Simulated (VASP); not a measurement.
# TiC (Fm-3m) in VASP: further runs

The runs below take TiC through relaxation of cell and atoms, with PBE.

All numbers are computed with VASP 6.6.1; they aren't measurements. Logs are shortened: lines on timing, memory, paths and dates and some standing lists are left out, and cuts for length are marked.

### 1 The cell of the first run

Symmetry: Fm-3m, No. 225, cubic system. Conventional cell: a = 4.319 Å, b = 4.319 Å, c = 4.319 Å, α = 90.00°, β = 90.00°, γ = 90.00°. Ti (site symmetry m-3m) has 6 C at 2.16 Å within 2.9 Å. C (site symmetry m-3m) has 6 Ti at 2.16 Å within 2.9 Å.

### 2 Relaxation of cell and atoms, PBE, target pressure 20 GPa, at which the enthalpy is minimised

INCAR reads:

```
PREC = Accurate
ENCUT = 600
EDIFF = 1E-7
ISMEAR = -1
SIGMA = 0.05
LREAL = F
LASPH = T
NELM = 120
ALGO = Normal
ISIF = 3
LWAVE = F
LCHARG = F
GGA = PE
IBRION = 2
NSW = 80
EDIFFG = -0.01
PSTRESS = 200.0
GGA_COMPAT = F
NELMIN = 4
```

KPOINTS reads:

```
Automatic mesh
0
Gamma
  13 13 13
```

POSCAR reads:

```
TiC
1.0
    0.0000000000      2.1593000000      2.1593000000
    2.1593000000      0.0000000000      2.1593000000
    2.1593000000      2.1593000000      0.0000000000
Ti C
1 1
Direct
    0.0000000000      0.0000000000      0.0000000000
    0.5000000000      0.5000000000      0.5000000000
```

Potentials or basis: VASP PAW PBE potentials, release 64 (Ti_sv, C).

Run with:

```console
$ cat potpaw_PBE.64/Ti_sv/POTCAR potpaw_PBE.64/C/POTCAR > POTCAR
$ mpirun -np 1 vasp_std > vasp.out
```

OUTCAR:

```text
PREC = Accurate
   ENCUT = 600
   EDIFF = 1E-7
   ISMEAR = -1
   LREAL = F
   LASPH = T
   NELM = 120
   ISIF = 3
   GGA = PE
   IBRION = 2
   NSW = 80
   EDIFFG = -0.01
   PSTRESS = 200.0
   NELMIN = 4

 ion  position               nearest neighbor table
   1  0.000  0.000  0.000-   2 2.16   2 2.16   2 2.16   2 2.16   2 2.16   2 2.16
   2  0.500  0.500  0.500-   1 2.16   1 2.16   1 2.16   1 2.16   1 2.16   1 2.16

  LATTYP: Found a face centered cubic cell.
 ALAT       =     4.3186000000

  Lattice vectors:

 A1 = (   0.0000000000,   2.1593000000,   2.1593000000)
 A2 = (   2.1593000000,   0.0000000000,   2.1593000000)
 A3 = (   2.1593000000,   2.1593000000,   0.0000000000)

Analysis of symmetry for initial positions (statically):
=====================================================================
 Subroutine PRICEL returns:
 Original cell was already a primitive cell.

 Routine SETGRP: Setting up the symmetry group for a
 face centered cubic supercell.

 Subroutine GETGRP returns: Found 48 space group operations
 (whereof 48 operations were pure point group operations)
 out of a pool of 48 trial point group operations.

The static configuration has the point symmetry O_h .

Analysis of symmetry for dynamics (positions and initial velocities):
=====================================================================
 Subroutine PRICEL returns:
 Original cell was already a primitive cell.

 Routine SETGRP: Setting up the symmetry group for a
 face centered cubic supercell.

 Subroutine GETGRP returns: Found 48 space group operations
 (whereof 48 operations were pure point group operations)
 out of a pool of 48 trial point group operations.

The dynamic configuration has the point symmetry O_h .

 Subroutine INISYM returns: Found 48 space group operations
 (whereof 48 operations are pure point group operations),
 and found     1 'primitive' translations

----------------------------------------------------------------------------------------

                                     Primitive cell

  volume of cell :      20.1358

  direct lattice vectors                    reciprocal lattice vectors
     0.000000000  2.159300000  2.159300000    -0.231556523  0.231556523  0.231556523
     2.159300000  0.000000000  2.159300000     0.231556523 -0.231556523  0.231556523
     2.159300000  2.159300000  0.000000000     0.231556523  0.231556523 -0.231556523

  length of vectors
     3.053711345  3.053711345  3.053711345     0.401067663  0.401067663  0.401067663

  position of ions in fractional coordinates (direct lattice)
     0.000000000  0.000000000  0.000000000
     0.500000000  0.500000000  0.500000000

  ion indices of the primitive-cell ions
   primitive index   ion index
                 1           1
                 2           2

[... 63 lines left out ...]
   ISTART =      0    job   : 0-new  1-cont  2-samecut
   ICHARG =      2    charge: 1-file 2-atom 10-const
   ISPIN  =      1    spin polarized calculation?
   LNONCOLLINEAR =      F non collinear calculations
   LSORBIT =      F    spin-orbit coupling
   LASPH  =      T    aspherical Exc in radial PAW
   ENCUT  =  600.0 eV  44.10 Ry    6.64 a.u.   6.10  6.10  6.10*2*pi/ulx,y,z
   NELM   =    120;   NELMIN=  4; NELMDL= -5     # of ELM steps
   EDIFF  = 0.1E-06   stopping-criterion for ELM
   LREAL  =      F    real-space projection
   EDIFFG = -.1E-01   stopping-criterion for IOM
   NSW    =     80    number of steps for IOM
   IBRION =      2    ionic relax: 0-MD 1-quasi-New 2-CG
   NFREE  =      1    steps in history (QN), initial steepest desc. (CG)
   ISIF   =      3    stress and relaxation
   ISYM   =      2    0-nonsym 1-usesym 2-fastsym
   POTIM  = 0.5000    time-step for ionic-motion
   TEBEG  =    0.0;   TEEND  =   0.0 temperature during run
   PSTRESS=  200.0 pullay stress
   NELECT =      16.0000    total number of electrons
   NUPDOWN=      -1.0000    fix difference up-down
   EMIN   =  10.00;   EMAX   =-10.00  energy-range for DOS
   EFERMI =   0.00;   METHOD = LEGACY
   ISMEAR =    -1;   SIGMA  =   0.05  broadening in eV -4-tet -1-fermi 0-gaus
   EFERMI_NEDOS =   21; number of points for ismear=-14 and -15
   IALGO  =     38    algorithm
   IMIX   =      4    mixing-type and parameters
     AMIX     =   0.40;   BMIX     =  1.00
     AMIX_MAG =   1.60;   BMIX_MAG =  1.00
  volume/ion in A,a.u.               =      10.07        67.94
  Fermi-wavevector in a.u.,A,eV,Ry     =   1.516323  2.865436 31.283015  2.299237
  Thomas-Fermi vector in A             =   2.625728
   LORBIT       =      0    0 simple, 1 ext, 2 COOP (PROOUT), +10 PAW based schemes
   GGA     = PE    functional components
   LHFCALC =     F    Hartree Fock is set to
   AEXX    =    0.0000 exact exchange contribution
   IVDW    =     0    specifies the selected vdW correction
   LEPSILON=     F    determine dielectric tensor
   LRPA    =     F    only Hartree local field effects (RPA)
 conjugate gradient relaxation of ions
 non-spin polarized calculation
  energy-cutoff  :      600.00
  volume of cell :       20.14
 maximum number of plane-waves:       686
   NGX = 13   NGY = 13   NGZ = 13

--------------------------------------- Ionic step        1  -------------------------------------------

 number of electron      16.0000002 magnetization

 Free energy of the ion-electron system (eV)
  ---------------------------------------------------
  ext. energy  EPLUGINS =         0.00000000
  ---------------------------------------------------
  free energy    TOTEN  =       -18.70929366 eV

  energy without entropy =      -18.70687167  energy(sigma->0) =      -18.70808267

 E-fermi :   9.5345     XC(G=0): -12.7438

 val. band max:        9.4624126397   @ k =   0.4615   0.4615   0.0000
 cond. band min:       9.5629648767   @ k =   0.3846   0.3077   0.0000
 fundamental gap:      0.1005522370
 Fermi energy:         9.5345113836

 k-point     1 :       0.0000    0.0000    0.0000
  band No.  band energies     occupation
      1     -47.0470      2.00000
      2     -23.0668      2.00000
      3     -23.0668      2.00000
      4     -23.0668      2.00000
      5      -2.9203      2.00000
      6      10.2135      0.00000
      7      10.2135      0.00000
      8      10.2135      0.00000
      9      11.2069      0.00000
     10      11.2069      0.00000
     11      11.2069      0.00000
     12      11.2483      0.00000
[... 458 lines left out ...]
--------------------------------------- Ionic step        4  -------------------------------------------

 number of electron      16.0000001 magnetization

 Free energy of the ion-electron system (eV)
  ---------------------------------------------------
  ext. energy  EPLUGINS =         0.00000000
  ---------------------------------------------------
  free energy    TOTEN  =       -18.63073163 eV

  energy without entropy =      -18.62824438  energy(sigma->0) =      -18.62948801

 E-fermi :  10.2566     XC(G=0): -13.0543

 val. band max:       10.2289806334   @ k =   0.4615   0.4615   0.0000
 cond. band min:      10.2769937552   @ k =   0.1538   0.1538   0.0000
 fundamental gap:      0.0480131218
 Fermi energy:        10.2565643823

 k-point     1 :       0.0000    0.0000    0.0000
  band No.  band energies     occupation
      1     -46.1593      2.00000
      2     -22.1427      2.00000
      3     -22.1427      2.00000
      4     -22.1427      2.00000
      5      -2.4797      2.00000
      6      10.9480      0.00000
      7      10.9480      0.00000
      8      10.9480      0.00000
      9      11.9993      0.00000
     10      11.9993      0.00000
     11      11.9993      0.00000
     12      12.0933      0.00000
[... 378 lines left out ...]
  energy  without entropy=      -18.6282443808  energy(sigma->0) =      -18.62948801

  enthalpy is  TOTEN    =       -16.2617019233 eV   P V=        2.3690297085

 reached required accuracy - stopping structural energy minimisation
```

CONTCAR:

```text
TiC
   1.00000000000000
     0.0000000000000000    2.1170950952703849    2.1170950952703849
     2.1170950952703849    0.0000000000000000    2.1170950952703849
     2.1170950952703849    2.1170950952703849    0.0000000000000000
  Ti              C
     1     1
Direct
     1.0000000000000000    0.0000000000000000    0.0000000000000000
     0.5000000000000000    0.5000000000000000    0.5000000000000000

  0.00000000E+00  0.00000000E+00  0.00000000E+00
  0.00000000E+00  0.00000000E+00  0.00000000E+00
```

It took 43 s on 1 thread of Intel Xeon 6975P-C, shared host; peak memory 0.17 GiB.

What came out:

| Item | Value |
| --- | --- |
| Free energy | -18.6307 eV |
| Relaxed volume | 9.49 Å³/atom |
| Relaxed cell | a = 2.994 Å, b = 2.994 Å, c = 2.994 Å, α = 60.00°, β = 60.00°, γ = 60.00° |
| Space group after relaxing (to 0.05 Å) | Fm-3m (No. 225) |
| Energy change on relaxing (the enthalpy is what falls) | +39.3 meV/atom |
| Ionic steps | 4 |
| Pressure after relaxing | 19.9 GPa |
| Band gap on the k mesh | zero (band 8 reaches 10.95 eV, above the bottom of band 9 at 9.83 eV) |

The path:
| step | energy change (eV) | largest force (eV/Å) | pressure (GPa) | volume (Å³) |
| --- | --- | --- | --- | --- |
| 1 | 0.0000 | 0.0000 | 2.64 | 20.14 |
| 2 | 0.5261 | 0.0000 | 60.43 | 17.12 |
| 3 | 0.0748 | 0.0000 | 19.42 | 19.01 |
| 4 | 0.0786 | 0.0000 | 19.90 | 18.98 |

Final structure:
```cif
data_structure
_symmetry_space_group_name_H-M 'P 1'
_symmetry_Int_Tables_number 1
_cell_length_a 2.9940
_cell_length_b 2.9940
_cell_length_c 2.9940
_cell_angle_alpha 60.000
_cell_angle_beta 60.000
_cell_angle_gamma 60.000
_cell_volume 18.98
loop_
_atom_site_label
_atom_site_type_symbol
_atom_site_fract_x
_atom_site_fract_y
_atom_site_fract_z
_atom_site_occupancy
Ti1 Ti 0.00000 0.00000 0.00000 1
C1 C 0.50000 0.50000 0.50000 1
```

Caveat: the cell is relaxed towards a set pressure, so the enthalpy falls and the energy may rise.

(Continued in part 2 of 2.)
